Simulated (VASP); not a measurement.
# Pb (Im-3m) in VASP: notebook, part 2 of 2

VASP 6.6.1. Earlier steps stand in the parts before.

## Step 6: Single point, LDA

This run uses another cell than the first one, of 30.41 Å³/atom.

INCAR reads:

```
  ALGO = Fast
  EDIFF = 1E-6
  ENCUT = 520
  ISIF = 2
  ISMEAR = -1
  LASPH = T
  LCHARG = F
  LREAL = F
  LWAVE = F
  NBANDS = 13
  NELM = 100
  PREC = Accurate
  SIGMA = 0.05
```

KPOINTS reads:

```
k-points
0
Gamma
  9 9 9
```

POSCAR reads:

```
Pb
1.0
   -1.9663728605      1.9663728605      1.9663728605
    1.9663728605     -1.9663728605      1.9663728605
    1.9663728605      1.9663728605     -1.9663728605
Pb
1
Direct
    0.0000000000      0.0000000000      0.0000000000
```

Potentials or basis: VASP PAW LDA potentials, release 64 (Pb_d).

On the command line:

```
> cat potpaw_LDA.64/Pb_d/POTCAR > POTCAR
> mpirun -np 1 vasp_std > vasp.out
```

OUTCAR:

```text
EDIFF = 1E-6
   ENCUT = 520
   ISIF = 2
   ISMEAR = -1
   LASPH = T
   LREAL = F
   NELM = 100
   PREC = Accurate

 ion  position               nearest neighbor table
   1  0.000  0.000  0.000-

  LATTYP: Found a body centered cubic cell.
 ALAT       =     3.9327457210

  Lattice vectors:

 A1 = (  -1.9663728605,   1.9663728605,   1.9663728605)
 A2 = (   1.9663728605,  -1.9663728605,   1.9663728605)
 A3 = (   1.9663728605,   1.9663728605,  -1.9663728605)

Analysis of symmetry for initial positions (statically):
=====================================================================
 Subroutine PRICEL returns:
 Original cell was already a primitive cell.

 Routine SETGRP: Setting up the symmetry group for a
 body centered cubic supercell.

 Subroutine GETGRP returns: Found 48 space group operations
 (whereof 48 operations were pure point group operations)
 out of a pool of 48 trial point group operations.

The static configuration has the point symmetry O_h .

Analysis of symmetry for dynamics (positions and initial velocities):
=====================================================================
 Subroutine PRICEL returns:
 Original cell was already a primitive cell.

 Routine SETGRP: Setting up the symmetry group for a
 body centered cubic supercell.

 Subroutine GETGRP returns: Found 48 space group operations
 (whereof 48 operations were pure point group operations)
 out of a pool of 48 trial point group operations.

The dynamic configuration has the point symmetry O_h .

 Subroutine INISYM returns: Found 48 space group operations
 (whereof 48 operations are pure point group operations),
 and found     1 'primitive' translations

----------------------------------------------------------------------------------------

                                     Primitive cell

  volume of cell :      30.4129

  direct lattice vectors                    reciprocal lattice vectors
    -1.966372860  1.966372860  1.966372860     0.000000000  0.254275275  0.254275275
     1.966372860 -1.966372860  1.966372860     0.254275275  0.000000000  0.254275275
     1.966372860  1.966372860 -1.966372860     0.254275275  0.254275275  0.000000000

  length of vectors
     3.405857701  3.405857701  3.405857701     0.359599543  0.359599543  0.359599543

  position of ions in fractional coordinates (direct lattice)
     0.000000000  0.000000000  0.000000000

  ion indices of the primitive-cell ions
   primitive index   ion index
                 1           1

----------------------------------------------------------------------------------------

 KPOINTS: k-points

Automatic generation of k-mesh.
 Grid dimensions read from file:
 generate k-points for:    9    9    9

 Generating k-lattice:

  Cartesian coordinates                     Fractional coordinates (reciprocal lattice)
     0.000000000  0.028252808  0.028252808     0.111111111  0.000000000  0.000000000
     0.028252808  0.000000000  0.028252808     0.000000000  0.111111111  0.000000000
     0.028252808  0.028252808  0.000000000     0.000000000  0.000000000  0.111111111

  Length of vectors
     0.039955505  0.039955505  0.039955505

  Shift w.r.t. Gamma in fractional coordinates (k-lattice)
     0.000000000  0.000000000  0.000000000

 Subroutine IBZKPT returns following result:
 ===========================================

 Found     35 irreducible k-points:

 Following reciprocal coordinates:
            Coordinates               Weight
  0.000000  0.000000  0.000000      1.000000
  0.111111  0.000000  0.000000     12.000000
  0.222222  0.000000  0.000000     12.000000
  0.333333  0.000000  0.000000     12.000000
  0.444444  0.000000  0.000000     12.000000
  0.111111  0.111111  0.000000     24.000000
[... 16 lines left out ...]
 -0.333333  0.444444  0.111111     48.000000
 -0.444444 -0.444444  0.111111     24.000000
 [... further k-points ...]
   k-points           NKPTS =     35   k-points in BZ     NKDIM =     35   number of bands    NBANDS=     13
   number of dos      NEDOS =    301   number of ions     NIONS =      1
   total plane-waves  NPLWV =  21952
   dimension x,y,z NGX =    28 NGY =   28 NGZ =   28
   dimension x,y,z NGXF=    56 NGYF=   56 NGZF=   56
   ions per type =               1
   NGX,Y,Z   is equivalent  to a cutoff of  13.67, 13.67, 13.67 a.u.
   NGXF,Y,Z  is equivalent  to a cutoff of  27.33, 27.33, 27.33 a.u.
 SYSTEM =  unknown system
   PREC   = accura    normal or accurate (medium, high low for compatibility)
   ISTART =      0    job   : 0-new  1-cont  2-samecut
   ICHARG =      2    charge: 1-file 2-atom 10-const
   ISPIN  =      1    spin polarized calculation?
   LNONCOLLINEAR =      F non collinear calculations
   LSORBIT =      F    spin-orbit coupling
   LASPH  =      T    aspherical Exc in radial PAW
   ENCUT  =  520.0 eV  38.22 Ry    6.18 a.u.   6.33  6.33  6.33*2*pi/ulx,y,z
   NELM   =    100;   NELMIN=  2; NELMDL= -5     # of ELM steps
   EDIFF  = 0.1E-05   stopping-criterion for ELM
   LREAL  =      F    real-space projection
   EDIFFG = 0.1E-04   stopping-criterion for IOM
   NSW    =      0    number of steps for IOM
   IBRION =     -1    ionic relax: 0-MD 1-quasi-New 2-CG
   NFREE  =      0    steps in history (QN), initial steepest desc. (CG)
   ISIF   =      2    stress and relaxation
   ISYM   =      2    0-nonsym 1-usesym 2-fastsym
   POTIM  = 0.5000    time-step for ionic-motion
   TEBEG  =    0.0;   TEEND  =   0.0 temperature during run
   PSTRESS=    0.0 pullay stress
   NELECT =      14.0000    total number of electrons
   NUPDOWN=      -1.0000    fix difference up-down
   EMIN   =  10.00;   EMAX   =-10.00  energy-range for DOS
   EFERMI =   0.00;   METHOD = LEGACY
   ISMEAR =    -1;   SIGMA  =   0.05  broadening in eV -4-tet -1-fermi 0-gaus
   EFERMI_NEDOS =   21; number of points for ismear=-14 and -15
   IALGO  =     68    algorithm
   IMIX   =      4    mixing-type and parameters
     AMIX     =   0.40;   BMIX     =  1.00
     AMIX_MAG =   1.60;   BMIX_MAG =  1.00
  volume/ion in A,a.u.               =      30.41       205.24
  Fermi-wavevector in a.u.,A,eV,Ry     =   1.264052  2.388712 21.739766  1.597828
  Thomas-Fermi vector in A             =   2.397377
   LORBIT       =      0    0 simple, 1 ext, 2 COOP (PROOUT), +10 PAW based schemes
   GGA     = CA    functional components
   LHFCALC =     F    Hartree Fock is set to
   AEXX    =    0.0000 exact exchange contribution
   IVDW    =     0    specifies the selected vdW correction
   LEPSILON=     F    determine dielectric tensor
   LRPA    =     F    only Hartree local field effects (RPA)
 non-spin polarized calculation
 RMM-DIIS sequential band-by-band and
  energy-cutoff  :      520.00
  volume of cell :       30.41
 maximum number of plane-waves:       836
 NGX is ok and might be reduce to    28
   NGX = 13   NGY = 13   NGZ = 13

 number of electron      14.0000004 magnetization

 Free energy of the ion-electron system (eV)
  ---------------------------------------------------
  ext. energy  EPLUGINS =         0.00000000
  ---------------------------------------------------
  free energy    TOTEN  =        -4.19264314 eV

  energy without entropy =       -4.18774497  energy(sigma->0) =       -4.19019405

 E-fermi :   7.0170     XC(G=0): -10.4463

 val. band max:        6.8962535908   @ k =   0.3333   0.2222  -0.0000
 cond. band min:       7.1457773951   @ k =  -0.2222   0.3333   0.1111
 fundamental gap:      0.2495238043
 Fermi energy:         7.0169537855

 k-point     1 :       0.0000    0.0000    0.0000
  band No.  band energies     occupation
      1     -10.1031      2.00000
      2     -10.1031      2.00000
      3     -10.1031      2.00000
      4      -9.8609      2.00000
      5      -9.8609      2.00000
      6      -4.7786      2.00000
      7      14.5051      0.00000
      8      14.5051      0.00000
      9      14.5051      0.00000
     10      18.1299      0.00000
     11      18.1299      0.00000
     12      18.1299      0.00000
     13      18.9234      0.00000
[... 353 lines left out ...]
 k-point    24 :      -0.4444   -0.4444    0.1111
  band No.  band energies     occupation
      1     -10.1010      2.00000
      2     -10.0457      2.00000
      3      -9.9435      2.00000
      4      -9.8806      2.00000
      5      -9.7397      2.00000
      6      -0.4539      2.00000
      7       3.7257      2.00000
      8       7.6480      0.00001
      9      11.5307      0.00000
     10      15.8819      0.00000
     11      17.2997      0.00000
     12      18.0633      0.00000
     13      19.8586      0.00000

 [... further k-points ...]
[... 5 lines left out ...]
  --------------------------------------------------------------------------------------
  -------------------------------------------------------------------------------------
  Total       -0.4915326     -0.4915326     -0.4915326      0.0000000      0.0000000      0.0000000
  in kB      -25.8943673    -25.8943673    -25.8943673      0.0000000      0.0000000      0.0000000
  external PRESSURE =     -25.8943673 kB  Pullay stress =       0.0000000 kB

 VOLUME and BASIS-vectors are now :
 -----------------------------------------------------------------------------
  energy-cutoff  :      520.00
  volume of cell :       30.41
      direct lattice vectors                 reciprocal lattice vectors
    -1.966372860  1.966372860  1.966372860     0.000000000  0.254275275  0.254275275
     1.966372860 -1.966372860  1.966372860     0.254275275  0.000000000  0.254275275
     1.966372860  1.966372860 -1.966372860     0.254275275  0.254275275  0.000000000

 POSITION                                       TOTAL-FORCE (eV/Angst)
 -----------------------------------------------------------------------------------
      0.00000      0.00000      0.00000        -0.000000      0.000000     -0.000000
 -----------------------------------------------------------------------------------
    total drift:                                0.000000     -0.000000      0.000000

  FREE ENERGIE OF THE ION-ELECTRON SYSTEM (eV)
  ---------------------------------------------------
  free  energy   TOTEN  =        -4.1926431351 eV

  energy  without entropy=       -4.1877449697  energy(sigma->0) =       -4.19019405
```

OSZICAR:

```text
N       E                     dE             d eps       ncg     rms          rms(c)
DAV:   1     0.101912163907E+03    0.10191E+03   -0.71402E+03   925   0.123E+03
DAV:   2     0.615566069688E+00   -0.10130E+03   -0.98443E+02   950   0.300E+02
DAV:   3    -0.409622427176E+01   -0.47118E+01   -0.46959E+01  1134   0.704E+01
DAV:   4    -0.420453164478E+01   -0.10831E+00   -0.10828E+00  1084   0.115E+01
DAV:   5    -0.420927898208E+01   -0.47473E-02   -0.47472E-02  1212   0.223E+00    0.559E-01
RMM:   6    -0.419613305906E+01    0.13146E-01   -0.13589E-02  1087   0.167E+00    0.278E-01
RMM:   7    -0.419270693660E+01    0.34261E-02   -0.82585E-03  1074   0.998E-01    0.875E-02
RMM:   8    -0.419258006614E+01    0.12687E-03   -0.16505E-03  1323   0.620E-01    0.136E-02
RMM:   9    -0.419263393289E+01   -0.53867E-04   -0.57080E-04  1353   0.223E-01    0.124E-02
RMM:  10    -0.419263901873E+01   -0.50858E-05   -0.12658E-04  1166   0.190E-01    0.889E-03
RMM:  11    -0.419264113397E+01   -0.21152E-05   -0.69016E-05  1321   0.950E-02    0.190E-03
RMM:  12    -0.419264284466E+01   -0.17107E-05   -0.17101E-05  1078   0.408E-02    0.187E-03
RMM:  13    -0.419264313513E+01   -0.29047E-06   -0.30040E-06   692   0.203E-02
   1 F= -.41926431E+01 E0= -.41901941E+01  d E =-.489817E-02
```

stdout:

```text
POSCAR found type information on POSCAR Pb
 POSCAR found :  1 types and       1 ions
 scaLAPACK will be used
 LDA part: xc-table for (Slater(with rela. corr.)+CA(PZ))
 , standard interpolation
 POSCAR, INCAR and KPOINTS ok, starting setup
 FFT: planning ... GRIDC
 FFT: planning ... GRID_SOFT
 FFT: planning ... GRID
 WAVECAR not read
 entering main loop
WARNING in EDDRMM: call to ZHEGV failed, returncode =   6  3     12
```

Wall time 22 s (1 thread of AMD EPYC 7R13, shared host); peak memory 0.11 GiB.

Results:

```yaml
Free_energy: -4.1926 eV
Pressure: -2.6 GPa
Band_gap_on_the_k_mesh: zero (bands 7 and 8 overlap by 9.58 eV)
```

Levels at points of the mesh, in eV from the Fermi level:
| k point | band 3 | band 4 | band 5 | band 6 | band 7 | band 8 | band 9 | band 10 | band 11 | band 12 |
| --- | --- | --- | --- | --- | --- | --- | --- | --- | --- | --- |
| (0.00, 0.00, 0.00) | -17.12 | -16.88 | -16.88 | -11.80 | 7.49 | 7.49 | 7.49 | 11.11 | 11.11 | 11.11 |

Caveat: spin-orbit coupling is left out, which moves the levels of the heavy elements.

## Step 7: Overview

```tsv
level	potentials or basis	cell	gap on the mesh (eV)	pressure (GPa)
r2SCAN	VASP PAW PBE potentials, release 64 (Pb_d)	a = 3.474 Å, angles 109.5°, 1 atom	none	-1.9
r2SCAN	VASP PAW PBE potentials, release 64 (Pb_d)	a = 3.496 Å, angles 109.5°, 1 atom	none	-2.5
LDA	VASP PAW LDA potentials, release 64 (Pb_d)	a = 3.359 Å, angles 109.5°, 1 atom	none	-0.8
LDA	VASP PAW LDA potentials, release 64 (Pb_d)	a = 3.383 Å, angles 109.5°, 1 atom	none	-1.7
LDA	VASP PAW LDA potentials, release 64 (Pb_d)	a = 3.406 Å, angles 109.5°, 1 atom	none	-2.6
```

Alike in all rows: task single point; no spin polarisation; k mesh 9 × 9 × 9; cutoff (eV) 520; smearing fermi-dirac 0.05 eV.

Caveats: spin-orbit coupling is left out, which moves the levels of the heavy elements; the PAW data sets were made with another functional, which shifts forces and pressure a little (at least some runs).

Total energies depend on the potentials used, so only differences within one code and one set of settings carry meaning.
